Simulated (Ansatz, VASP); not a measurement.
One calculation of P, two programs

The input INCAR:

```
SYSTEM = P
ALGO = Normal
EDIFF = 1E-6
ENCUT = 500
GGA = PS
GGA_COMPAT = .FALSE.
ISIF = 2
ISMEAR = -1
LASPH = .TRUE.
LCHARG = .TRUE.
LELF = .TRUE.
LREAL = .FALSE.
LVHAR = .TRUE.
LWAVE = .FALSE.
NBANDS = 8
NELM = 120
PREC = Accurate
SIGMA = 0.05
```

Contents of KPOINTS:

```
k-points
0
G
  17 17 17
  0 0 0
```

POSCAR

```
P
1.0
   -1.4653316406      1.4653316406      1.4653316406
    1.4653316406     -1.4653316406      1.4653316406
    1.4653316406      1.4653316406     -1.4653316406
P
1
Direct
    0.0000000000      0.0000000000      0.0000000000
```

Input for Ansatz:

```yaml
crystal:
  lattice:
    - [-1.4653316406, 1.4653316406, 1.4653316406]
    - [1.4653316406, -1.4653316406, 1.4653316406]
    - [1.4653316406, 1.4653316406, -1.4653316406]
  atoms:
    - { symbol: P, position: [0.0, 0.0, 0.0] }
kpoints:
  mp_grid: { grid: [17, 17, 17] }
scf:
  occupations: { method: fermi_dirac, width: 0.05 }
hamiltonian:
  xc: pbesol
  pseudopotentials: { kind: all_electron, lapw: { basis_error: 0.001 } }
output:
  forces: true
  stress: true
  eigenvalues: true
  populations: true
```

Change from the starting cell: volume scaled by 0.92, LAPW.

Alike in both runs: task single point; functional PBEsol; k mesh 17 × 17 × 17; occupations fermi-dirac, width 0.05 eV; no spin polarisation.

```csv
,VASP,Ansatz
version,VASP 6.6.1,Ansatz 0.2.0
potentials or method,"VASP PAW PBE potentials, release 64 (P), cutoff 500 eV","all-electron LAPW, scalar-relativistic"
```

```tsv
	VASP	Ansatz	Ansatz less VASP
pressure (GPa)	10.7	10.7	-0.02
```

VASP's potentials were made for PBE, not for PBEsol. Ansatz ran all-electron here, and VASP with PAW potentials.
